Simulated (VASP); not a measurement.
# BN in VASP: single point with PBE+D3(BJ)

Aim: the single point of BN with PBE+D3(BJ).

Everything below comes from runs of VASP 6.6.1. Logs are shortened: lines on timing, memory, paths and dates and some standing lists are left out, and cuts for length are marked.

## 1. The cell of the first run

The cell holds a slab with vacuum, 22 atoms: a = 4.338 Å, b = 4.706 Å, c = 25.026 Å, α = 90.00°, β = 90.00°, γ = 117.44°.

## 2. Single point, PBE+D3(BJ)

The input, INCAR:

```
SYSTEM = BN
PREC = Accurate
ENCUT = 520
EDIFF = 1E-6
ISMEAR = 0
SIGMA = 0.05
LREAL = Auto
LASPH = .True.
NELM = 100
ALGO = Normal
ISIF = 2
LWAVE = .False.
LCHARG = .False.
LDIPOL = .True.
IDIPOL = 3
DIPOL = 0.5 0.5 0.500
GGA = PE
IVDW = 12
NBANDS = 61
```

The input, KPOINTS:

```
Automatic mesh
0
Gamma
  7 7 1
  0 0 0
```

The input, POSCAR:

```
BN
1.0
    4.3376638219      0.0000000000      0.0000000000
   -2.1688319110      4.1761974163      0.0000000000
    0.0000000000      0.0000000000     25.0263089570
B N
11 11
Direct
    0.4097518072      0.8197173617      0.2996846244
    0.8196104880      0.6394347235      0.3397476995
    0.2294691689      0.4591520852      0.3798107746
    0.6393278498      0.2788694469      0.4198738498
    0.0491865306      0.0985868087      0.4599369249
    0.4590452115      0.9183041704      0.5000000000
    0.8689038924      0.7380215321      0.5400630751
    0.2787625732      0.5577388939      0.5801261502
    0.6886212541      0.3774562556      0.6201892254
    0.0984799350      0.1971736173      0.6602523005
    0.5083386158      0.0168909791      0.7003153756
    0.7432655646      0.8197173617      0.2996846244
    0.1531242455      0.6394347235      0.3397476995
    0.5629829263      0.4591520852      0.3798107746
    0.9728416072      0.2788694469      0.4198738498
    0.3827002881      0.0985868087      0.4599369249
    0.7925589689      0.9183041704      0.5000000000
    0.2024176498      0.7380215321      0.5400630751
    0.6122763307      0.5577388939      0.5801261502
    0.0221350115      0.3774562556      0.6201892254
    0.4319936924      0.1971736173      0.6602523005
    0.8418523733      0.0168909791      0.7003153756
```

Potentials or basis: VASP PAW PBE potentials, release 64 (B, N).

Started as:

```console
$ cat potpaw_PBE.64/B/POTCAR potpaw_PBE.64/N/POTCAR > POTCAR
$ mpirun -np 1 vasp_std > vasp.out
```

OUTCAR:

```text
SYSTEM = BN
   PREC = Accurate
   ENCUT = 520
   EDIFF = 1E-6
   ISMEAR = 0
   LREAL = Auto
   LASPH = .True.
   NELM = 100
   ISIF = 2
   GGA = PE
   IVDW = 12
 IVDW          = 12

 ion  position               nearest neighbor table
   1  0.410  0.820  0.300-  12 1.45  13 1.45
   2  0.820  0.639  0.340-  13 1.45  12 1.45  14 1.45
   3  0.229  0.459  0.380-  14 1.45  13 1.45  15 1.45
   4  0.639  0.279  0.420-  15 1.45  16 1.45  14 1.45
   5  0.049  0.099  0.460-  16 1.45  15 1.45  17 1.45
   6  0.459  0.918  0.500-  17 1.45  18 1.45  16 1.45
   7  0.869  0.738  0.540-  18 1.45  19 1.45  17 1.45
   8  0.279  0.558  0.580-  19 1.45  18 1.45  20 1.45
   9  0.689  0.377  0.620-  20 1.45  21 1.45  19 1.45
  10  0.098  0.197  0.660-  21 1.45  22 1.45  20 1.45
  11  0.508  0.017  0.700-  22 1.45  21 1.45
  12  0.743  0.820  0.300-   1 1.45   2 1.45
  13  0.153  0.639  0.340-   2 1.45   1 1.45   3 1.45
  14  0.563  0.459  0.380-   3 1.45   2 1.45   4 1.45
  15  0.973  0.279  0.420-   4 1.45   5 1.45   3 1.45
  16  0.383  0.099  0.460-   5 1.45   4 1.45   6 1.45
  17  0.793  0.918  0.500-   6 1.45   5 1.45   7 1.45
  18  0.202  0.738  0.540-   7 1.45   8 1.45   6 1.45
  19  0.612  0.558  0.580-   8 1.45   7 1.45   9 1.45
  20  0.022  0.377  0.620-   9 1.45  10 1.45   8 1.45
  21  0.432  0.197  0.660-  10 1.45  11 1.45   9 1.45
  22  0.842  0.017  0.700-  11 1.45  10 1.45

  LATTYP: Found a base centered orthorhombic cell.
 ALAT       =     4.3376638219
 B/A-ratio  =     1.9255514433
 C/A-ratio  =     5.7695363183

  Lattice vectors:

 A1 = (   2.1688319110,  -4.1761974163,   0.0000000000)
 A2 = (   2.1688319109,   4.1761974163,   0.0000000000)
 A3 = (   0.0000000000,   0.0000000000,  25.0263089570)

Analysis of symmetry for initial positions (statically):
=====================================================================
 Subroutine PRICEL returns:
 Original cell was already a primitive cell.

 Routine SETGRP: Setting up the symmetry group for a
 base centered orthorhombic supercell.

 Subroutine GETGRP returns: Found  2 space group operations
 (whereof  1 operations were pure point group operations)
 out of a pool of  8 trial point group operations.

The static configuration has the point symmetry C_1 .
 The point group associated with its full space group is C_2 .

Analysis of symmetry for dynamics (positions and initial velocities):
=====================================================================
 Subroutine PRICEL returns:
 Original cell was already a primitive cell.

 Routine SETGRP: Setting up the symmetry group for a
[... 151 lines left out ...]
   EMIN   =  10.00;   EMAX   =-10.00  energy-range for DOS
   EFERMI =   0.00;   METHOD = LEGACY
   ISMEAR =     0;   SIGMA  =   0.05  broadening in eV -4-tet -1-fermi 0-gaus
   EFERMI_NEDOS =   21; number of points for ismear=-14 and -15
   IALGO  =     38    algorithm
   IMIX   =      4    mixing-type and parameters
     AMIX     =   0.40;   BMIX     =  1.00
     AMIX_MAG =   1.60;   BMIX_MAG =  1.00
  volume/ion in A,a.u.               =      20.61       139.06
  Fermi-wavevector in a.u.,A,eV,Ry     =   0.947890  1.791252 12.224766  0.898495
  Thomas-Fermi vector in A             =   2.076026
   LORBIT       =      0    0 simple, 1 ext, 2 COOP (PROOUT), +10 PAW based schemes
   GGA     = PE    functional components
   LHFCALC =     F    Hartree Fock is set to
   AEXX    =    0.0000 exact exchange contribution
   IVDW    =    12    specifies the selected vdW correction
   LEPSILON=     F    determine dielectric tensor
   LRPA    =     F    only Hartree local field effects (RPA)
 non-spin polarized calculation
 Gauss-broadening in eV      SIGMA  =   0.05
  energy-cutoff  :      520.00
  volume of cell :      453.35
 maximum number of plane-waves:     12234
   NGX = 17   NGY = 17   NGZ = 93

 dipolmoment           0.000000      0.000000      0.000000 electrons x Angstroem

 number of electron      88.0000005 magnetization

 dipolmoment           0.000000      0.000000     -0.000001 electrons x Angstroem

 Free energy of the ion-electron system (eV)
  ---------------------------------------------------
  ext. energy  EPLUGINS =         0.00000000
  ---------------------------------------------------
  free energy    TOTEN  =      -184.15784011 eV

  energy without entropy =     -184.15784011  energy(sigma->0) =     -184.15784011

 E-fermi :  -2.0462     XC(G=0):  -5.1077

 val. band max:       -2.2833534415   @ k =   0.0000   0.2857   0.0000
 cond. band min:      -1.0152176095   @ k =   0.4286  -0.0000   0.0000
 fundamental gap:      1.2681358320
 Fermi energy:        -2.0462444982

 k-point     1 :       0.0000    0.0000    0.0000
  band No.  band energies     occupation
      1     -20.3853      2.00000
      2     -20.0085      2.00000
      3     -19.4162      2.00000
      4     -18.6642      2.00000
      5     -17.8443      2.00000
      6     -17.1588      2.00000
[... 933 lines left out ...]
     55       5.2878      0.00000
     56       5.4657      0.00000
 [bands above 56 left out]

------------------------ aborting loop because EDIFF is reached ----------------------------------------

 vacuum level on the upper side and lower side of the slab       (xc-potential included)        -0.119        -0.119

 Edisp (eV)   -2.64218

 E8    (eV) :    -0.7951

  FORCE on cell =-STRESS in cart. coord.  units (eV):
  Direction    XX          YY          ZZ          XY          YZ          ZX
  --------------------------------------------------------------------------------------
  -------------------------------------------------------------------------------------
  Total     -13.88001    -2.36219    -3.61321     0.00000     2.50283    -0.00000
  in kB     -49.05314    -8.34817   -12.76937     0.00000     8.84520    -0.00000
  external pressure =      -23.39 kB  Pullay stress =        0.00 kB

 VOLUME and BASIS-vectors are now :
 -----------------------------------------------------------------------------
  energy-cutoff  :      520.00
  volume of cell :      453.35
      direct lattice vectors                 reciprocal lattice vectors
     4.337663822  0.000000000  0.000000000     0.230538843  0.119726141  0.000000000
    -2.168831911  4.176197416  0.000000000     0.000000000  0.239452282  0.000000000
     0.000000000  0.000000000 25.026308957     0.000000000  0.000000000  0.039957950

 POSITION                                       TOTAL-FORCE (eV/Angst)
 -----------------------------------------------------------------------------------
     -0.00046      3.42330      7.50000         6.377281     -2.215409      2.956398
      2.16837      2.67041      8.50263        -0.804875      0.580152     -0.843797
     -0.00046      1.91751      9.50526         0.721059     -0.218786      0.080502
      2.16837      1.16461     10.50789         0.000422     -0.048799      0.037279
     -0.00046      0.41172     11.51052         0.044981      0.009661     -0.010593
     -0.00046      3.83502     12.51315         0.000337     -0.000000      0.000000
[... 14 lines left out ...]
      1.44621      0.82344     16.52368        -1.188333     -1.139489      1.350194
      3.61504      0.07054     17.52631        -4.742516     -0.766003      0.992974
 -----------------------------------------------------------------------------------
    total drift:                                0.000457      0.000036     -0.000056

  FREE ENERGIE OF THE ION-ELECTRON SYSTEM (eV)
  ---------------------------------------------------
  free  energy   TOTEN  =      -186.8000193909 eV

  energy  without entropy=     -186.8000193909  energy(sigma->0) =     -186.80001939

 vacuum level on the upper side and lower side of the slab         3.795         3.795
```

OSZICAR:

```text
N       E                     dE             d eps       ncg     rms          rms(c)
DAV:   1     0.679777534977E+03    0.67978E+03   -0.39087E+04  1976   0.121E+03
DAV:   2    -0.106272460834E+03   -0.78605E+03   -0.74979E+03  2668   0.294E+02
DAV:   3    -0.202875645781E+03   -0.96603E+02   -0.95598E+02  2272   0.111E+02
[... 17 lines left out ...]
DAV:  21    -0.184157822330E+03   -0.26533E-04   -0.88312E-07  1683   0.231E-03    0.109E-03
DAV:  22    -0.184157835272E+03   -0.12941E-04   -0.40207E-07  1584   0.145E-03    0.460E-04
DAV:  23    -0.184157837643E+03   -0.23715E-05   -0.54512E-08  1591   0.700E-04    0.189E-04
DAV:  24    -0.184157839142E+03   -0.14985E-05   -0.36213E-08  1458   0.506E-04    0.729E-05
DAV:  25    -0.184157840114E+03   -0.97283E-06   -0.27215E-08  1477   0.322E-04
   1 F= -.18680002E+03 E0= -.18680002E+03  d E =-.309510E-12
```

Wall time 13 min (1 thread of Intel Xeon Platinum 8259CL at 2.50GHz (Skylake/Cascade Lake), shared host); peak memory 0.66 GiB.

Results:

```
Free energy                : -186.8000 eV
Largest force              : 7.370 eV/Å
Band gap on the k mesh     : 1.27 eV (least direct gap 1.87 eV)
Dispersion energy per atom : -0.120 eV
```

Forces in eV/Å, atoms in the order of the input:
```
B    6.377 -2.215  2.956
B   -0.805  0.580 -0.844
B    0.721 -0.219  0.081
B    0.000 -0.049  0.037
B    0.045  0.010 -0.011
B    0.000  0.000  0.000
B    0.045 -0.010  0.011
B    0.000  0.049 -0.037
B    0.721  0.219 -0.081
B   -0.805 -0.580  0.844
B    6.377  2.215 -2.956
N   -4.743  0.766 -0.993
N   -1.188  1.139 -1.350
N   -0.235 -0.136  0.170
N   -0.142  0.136 -0.077
N   -0.015 -0.003  0.003
N   -0.033  0.000  0.000
N   -0.015  0.003 -0.003
N   -0.142 -0.136  0.077
N   -0.235  0.136 -0.170
N   -1.188 -1.139  1.350
N   -4.743 -0.766  0.993
```

Levels at points of the mesh, in eV from the valence-band top:
| k point | band 41 | band 42 | band 43 | band 44 | band 45 | band 46 | band 47 | band 48 |
| --- | --- | --- | --- | --- | --- | --- | --- | --- |
| (0.00, 0.00, 0.00) | -0.71 | -0.70 | -0.29 | -0.06 | 1.87 | 1.90 | 3.49 | 3.73 |
